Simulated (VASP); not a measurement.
# Sb (I4_1/amd) in VASP: relaxation of cell and atoms with PBE

Aim: the relaxation of cell and atoms of Sb with PBE.

All numbers are computed with VASP 6.6.1; they aren't measurements. Logs are shortened: lines on timing, memory, paths and dates and some standing lists are left out, and cuts for length are marked.

### Step 1. The cell of the first run

The structure is tetragonal, space group I4_1/amd (No. 141). Conventional cell: a = 6.083 Å, b = 6.083 Å, c = 3.318 Å, α = 90.00°, β = 90.00°, γ = 90.00°. Within 4.1 Å of Sb (site symmetry -4m2) lie 10 Sb at 3.15 to 3.93 Å.

### Step 2. Relaxation of cell and atoms, PBE

File INCAR:

```
SYSTEM = Sb
ALGO     = Fast           ! electronic algorithm
EDIFF    = 1E-7           ! SCF threshold, eV
EDIFFG   = -0.01          ! ionic threshold
ENCUT    = 600            ! plane-wave cutoff, eV
GGA      = PE             ! functional
IBRION   = 2              ! ionic algorithm
ISIF     = 3              ! what is computed and relaxed
ISMEAR   = 0              ! smearing method
LASPH    = .TRUE.         ! aspherical terms in the spheres
LCHARG   = .FALSE.        ! write CHGCAR
LREAL    = .FALSE.        ! projectors in reciprocal space
LWAVE    = .FALSE.        ! write WAVECAR
NELM     = 80             ! most SCF steps
NSW      = 100            ! ionic steps
PREC     = Accurate       ! precision mode
SIGMA    = 0.1            ! smearing width, eV
```

File KPOINTS:

```
k-points
0
G
  18 18 18
  0 0 0
```

File POSCAR:

```
Sb
1.0
   -3.0414989757      3.0414989757      1.6591938356
    3.0414989757     -3.0414989757      1.6591938356
    3.0414989757      3.0414989757     -1.6591938356
Sb
2
Direct
    0.0000000000      0.0000000000      0.0000000000
    0.7500000000      0.2500000000      0.5000000000
```

Potentials or basis: VASP PAW PBE potentials, release 64 (Sb).

Command:

```console
$ cat potpaw_PBE.64/Sb/POTCAR > POTCAR
$ mpirun -np 1 vasp_std > vasp.out
```

OUTCAR:

```text
SYSTEM = Sb
   EDIFF = 1E-7
   EDIFFG = -0.01
   ENCUT = 600
   GGA = PE
   IBRION = 2
   ISIF = 3
   ISMEAR = 0
   LASPH = .TRUE.
   LREAL = .FALSE.
   NELM = 80
   NSW = 100
   PREC = Accurate

 ion  position               nearest neighbor table
   1  0.000  0.000  0.000-   2 3.15   2 3.15   2 3.15   2 3.15
   2  0.750  0.250  0.500-   1 3.15   1 3.15   1 3.15   1 3.15

  LATTYP: Found a body centered tetragonal cell.
 ALAT       =     6.0829979514
 C/A-ratio  =     0.5455184594

  Lattice vectors:

 A1 = (  -3.0414989757,   3.0414989757,   1.6591938356)
 A2 = (   3.0414989757,  -3.0414989757,   1.6591938356)
 A3 = (   3.0414989757,   3.0414989757,  -1.6591938356)

Analysis of symmetry for initial positions (statically):
=====================================================================
 Subroutine PRICEL returns:
 Original cell was already a primitive cell.

 Routine SETGRP: Setting up the symmetry group for a
 body centered tetragonal supercell.

 Subroutine GETGRP returns: Found 16 space group operations
 (whereof  8 operations were pure point group operations)
 out of a pool of 16 trial point group operations.

The static configuration has the point symmetry D_2d.
 The point group associated with its full space group is D_4h.

Analysis of symmetry for dynamics (positions and initial velocities):
=====================================================================
 Subroutine PRICEL returns:
 Original cell was already a primitive cell.

 Routine SETGRP: Setting up the symmetry group for a
 body centered tetragonal supercell.

 Subroutine GETGRP returns: Found 16 space group operations
 (whereof  8 operations were pure point group operations)
 out of a pool of 16 trial point group operations.

The dynamic configuration has the point symmetry D_2d.
 The point group associated with its full space group is D_4h.

 Subroutine INISYM returns: Found 16 space group operations
 (whereof  8 operations are pure point group operations),
 and found     1 'primitive' translations

----------------------------------------------------------------------------------------

                                     Primitive cell

  volume of cell :      61.3949

  direct lattice vectors                    reciprocal lattice vectors
    -3.041498976  3.041498976  1.659193836     0.000000000  0.164392625  0.301351168
     3.041498976 -3.041498976  1.659193836     0.164392625  0.000000000  0.301351168
     3.041498976  3.041498976 -1.659193836     0.164392625  0.164392625  0.000000000

  length of vectors
     4.610244703  4.610244703  4.610244703     0.343274615  0.343274615  0.232486280

  position of ions in fractional coordinates (direct lattice)
     0.000000000  0.000000000  0.000000000
     0.750000000  0.250000000  0.500000000

  ion indices of the primitive-cell ions
   primitive index   ion index
                 1           1
                 2           2

----------------------------------------------------------------------------------------

 KPOINTS: k-points

Automatic generation of k-mesh.
 Grid dimensions read from file:
 generate k-points for:   18   18   18

 Generating k-lattice:

  Cartesian coordinates                     Fractional coordinates (reciprocal lattice)
     0.000000000  0.009132924  0.016741732     0.055555556 -0.000000000  0.000000000
     0.009132924  0.000000000  0.016741732    -0.000000000  0.055555556  0.000000000
     0.009132924  0.009132924  0.000000000     0.000000000  0.000000000  0.055555556

  Length of vectors
     0.019070812  0.019070812  0.012915904

  Shift w.r.t. Gamma in fractional coordinates (k-lattice)
     0.000000000  0.000000000  0.000000000

 Subroutine IBZKPT returns following result:
 ===========================================

 Found    480 irreducible k-points:

 Following reciprocal coordinates:
            Coordinates               Weight
  0.000000  0.000000  0.000000      1.000000
  0.055556 -0.000000  0.000000      8.000000
  0.111111 -0.000000  0.000000      8.000000
  0.166667 -0.000000  0.000000      8.000000
  0.222222 -0.000000  0.000000      8.000000
  0.277778 -0.000000  0.000000      8.000000
[... 16 lines left out ...]
 -0.277778  0.055556 -0.000000     16.000000
 -0.222222  0.055556 -0.000000     16.000000
 [... further k-points ...]
   k-points           NKPTS =    480   k-points in BZ     NKDIM =    480   number of bands    NBANDS=      9
   number of dos      NEDOS =    301   number of ions     NIONS =      2
   total plane-waves  NPLWV =  64000
   dimension x,y,z NGX =    40 NGY =   40 NGZ =   40
   dimension x,y,z NGXF=    80 NGYF=   80 NGZF=   80
   ions per type =               2
   NGX,Y,Z   is equivalent  to a cutoff of  14.42, 14.42, 14.42 a.u.
   NGXF,Y,Z  is equivalent  to a cutoff of  28.85, 28.85, 28.85 a.u.
 SYSTEM =  Sb
   PREC   = accura    normal or accurate (medium, high low for compatibility)
   ISTART =      0    job   : 0-new  1-cont  2-samecut
   ICHARG =      2    charge: 1-file 2-atom 10-const
   ISPIN  =      1    spin polarized calculation?
   LNONCOLLINEAR =      F non collinear calculations
   LSORBIT =      F    spin-orbit coupling
   LASPH  =      T    aspherical Exc in radial PAW
   ENCUT  =  600.0 eV  44.10 Ry    6.64 a.u.   9.21  9.21  9.21*2*pi/ulx,y,z
   NELM   =     80;   NELMIN=  2; NELMDL= -5     # of ELM steps
   EDIFF  = 0.1E-06   stopping-criterion for ELM
   LREAL  =      F    real-space projection
   EDIFFG = -.1E-01   stopping-criterion for IOM
   NSW    =    100    number of steps for IOM
   IBRION =      2    ionic relax: 0-MD 1-quasi-New 2-CG
   NFREE  =      1    steps in history (QN), initial steepest desc. (CG)
   ISIF   =      3    stress and relaxation
   ISYM   =      2    0-nonsym 1-usesym 2-fastsym
   POTIM  = 0.5000    time-step for ionic-motion
   TEBEG  =    0.0;   TEEND  =   0.0 temperature during run
   PSTRESS=    0.0 pullay stress
   NELECT =      10.0000    total number of electrons
   NUPDOWN=      -1.0000    fix difference up-down
   EMIN   =  10.00;   EMAX   =-10.00  energy-range for DOS
   EFERMI =   0.00;   METHOD = LEGACY
   ISMEAR =     0;   SIGMA  =   0.10  broadening in eV -4-tet -1-fermi 0-gaus
   EFERMI_NEDOS =   21; number of points for ismear=-14 and -15
   IALGO  =     68    algorithm
   IMIX   =      4    mixing-type and parameters
     AMIX     =   0.40;   BMIX     =  1.00
     AMIX_MAG =   1.60;   BMIX_MAG =  1.00
  volume/ion in A,a.u.               =      30.70       207.16
  Fermi-wavevector in a.u.,A,eV,Ry     =   0.894055  1.689518 10.875593  0.799334
  Thomas-Fermi vector in A             =   2.016211
   LORBIT       =      0    0 simple, 1 ext, 2 COOP (PROOUT), +10 PAW based schemes
   GGA     = PE    functional components
   LHFCALC =     F    Hartree Fock is set to
   AEXX    =    0.0000 exact exchange contribution
   IVDW    =     0    specifies the selected vdW correction
   LEPSILON=     F    determine dielectric tensor
   LRPA    =     F    only Hartree local field effects (RPA)
 conjugate gradient relaxation of ions
 non-spin polarized calculation
 RMM-DIIS sequential band-by-band and
 Gauss-broadening in eV      SIGMA  =   0.10
  energy-cutoff  :      600.00
  volume of cell :       61.39
 maximum number of plane-waves:      2078
 NGX is ok and might be reduce to    40
   NGX = 19   NGY = 19   NGZ = 19

--------------------------------------- Ionic step        1  -------------------------------------------

 number of electron      10.0000000 magnetization

 Free energy of the ion-electron system (eV)
  ---------------------------------------------------
  ext. energy  EPLUGINS =         0.00000000
  ---------------------------------------------------
  free energy    TOTEN  =        -8.02031005 eV

  energy without entropy =       -8.01476698  energy(sigma->0) =       -8.01753851

------------------------ aborting loop because EDIFF is reached ----------------------------------------

  FORCE on cell =-STRESS in cart. coord.  units (eV):
  Direction    XX          YY          ZZ          XY          YZ          ZX
  --------------------------------------------------------------------------------------
  -------------------------------------------------------------------------------------
  Total       -0.5438894     -0.5438894     -1.2180650      0.0000000      0.0000000      0.0000000
  in kB      -14.1934738    -14.1934738    -31.7869297      0.0000000      0.0000000      0.0000000
  external PRESSURE =     -20.0579591 kB  Pullay stress =       0.0000000 kB
[... 237 lines left out ...]
  energy  without entropy=       -8.0407303558  energy(sigma->0) =       -8.04289119

--------------------------------------- Ionic step        8  -------------------------------------------

 number of electron      10.0000000 magnetization

 Free energy of the ion-electron system (eV)
  ---------------------------------------------------
  ext. energy  EPLUGINS =         0.00000000
  ---------------------------------------------------
  free energy    TOTEN  =        -8.04506900 eV

  energy without entropy =       -8.04075855  energy(sigma->0) =       -8.04291377

 E-fermi :   7.3577     XC(G=0):  -9.7399

 val. band max:        7.3508136328   @ k =   0.5000   0.1667   0.0000
 cond. band min:       7.3689241972   @ k =  -0.2222  -0.4444   0.2222
 fundamental gap:      0.0181105644
 Fermi energy:         7.3576857981

 k-point     1 :       0.0000    0.0000    0.0000
  band No.  band energies     occupation
      1      -5.0548      2.00000
      2       0.2731      2.00000
      3       3.9838      2.00000
      4       3.9838      2.00000
      5       9.5944      0.00000
      6      10.8341      0.00000
      7      10.8341      0.00000
      8      11.7494      0.00000
      9      11.8656      0.00000
[... 265 lines left out ...]
 k-point    24 :      -0.2222    0.0556   -0.0000
  band No.  band energies     occupation
      1      -4.4649      2.00000
      2      -0.0448      2.00000
      3       4.0185      2.00000
      4       5.3119      2.00000
      5       8.3078      0.00000
      6       9.1281      0.00000
      7       9.6835      0.00000
      8      10.6158      0.00000
      9      10.9647      0.00000

 [... further k-points ...]

------------------------ aborting loop because EDIFF is reached ----------------------------------------

  FORCE on cell =-STRESS in cart. coord.  units (eV):
  Direction    XX          YY          ZZ          XY          YZ          ZX
  --------------------------------------------------------------------------------------
  -------------------------------------------------------------------------------------
  Total       -0.0010836     -0.0010836      0.0042009      0.0000000      0.0000000      0.0000000
  in kB       -0.0294550     -0.0294550      0.1141882      0.0000000      0.0000000      0.0000000
  external PRESSURE =       0.0184260 kB  Pullay stress =       0.0000000 kB
[... 17 lines left out ...]
  FREE ENERGIE OF THE ION-ELECTRON SYSTEM (eV)
  ---------------------------------------------------
  free  energy   TOTEN  =        -8.0450689982 eV

  energy  without entropy=       -8.0407585489  energy(sigma->0) =       -8.04291377

 reached required accuracy - stopping structural energy minimisation
```

It took 22 min on 1 thread of Oxide Virtual Turin-like, shared host; peak memory 0.46 GiB.

Results:

| Quantity | Value |
| --- | --- |
| Free energy | -8.0451 eV |
| Relaxed volume | 29.47 Å³/atom |
| Relaxed cell | a = 4.580 Å, b = 4.580 Å, c = 4.580 Å, α = 97.01°, β = 97.01°, γ = 139.11° |
| Space group after relaxing (to 0.1 Å) | I4_1/amd (No. 141) |
| Energy gained by relaxing | 12.4 meV/atom |
| Ionic steps | 8 |
| Pressure after relaxing | 0.0 GPa |
| Band gap on the k mesh | zero (bands 5 and 6 overlap by 5.72 eV) |

Step by step:
```csv
step,energy change (eV),largest force (eV/Å),pressure (GPa),volume (Å³)
1,0.0000,0.0000,-2.01,61.39
2,-0.0194,0.0000,0.95,58.04
3,-0.0208,0.0000,0.27,58.70
4,-0.0242,0.0000,0.16,58.78
5,-0.0247,0.0000,0.12,58.83
6,-0.0247,0.0000,0.11,58.83
7,-0.0247,0.0000,-0.07,59.02
8,-0.0248,0.0000,0.00,58.94
```

Final structure:
```
Sb
1.0
    -3.03487    3.03487    1.59990
     3.03487   -3.03487    1.59990
     3.03487    3.03487   -1.59990
Sb
2
Direct
  0.00000 0.00000 0.00000
  0.75000 0.25000 0.50000
```

Levels at points of the mesh, in eV from the Fermi level:
| k point | band 2 | band 3 | band 4 | band 5 | band 6 | band 7 | band 8 | band 9 |
| --- | --- | --- | --- | --- | --- | --- | --- | --- |
| (0.00, 0.00, 0.00) | -7.08 | -3.37 | -3.37 | 2.24 | 3.48 | 3.48 | 4.39 | 4.51 |
| (0.50, 0.00, 0.00) | -7.32 | -4.28 | -3.17 | -2.44 | 0.70 | 1.20 | 2.05 | 5.57 |
| (0.50, 0.50, 0.00) | -10.56 | -1.21 | -1.21 | -0.67 | -0.67 | 4.11 | 4.11 | 7.93 |
| (0.50, 0.50, 0.50) | -9.84 | -5.56 | -5.56 | 3.42 | 3.42 | 5.61 | 5.61 | 9.98 |

Caveat: spin-orbit coupling is left out, which moves the levels of the heavy elements.
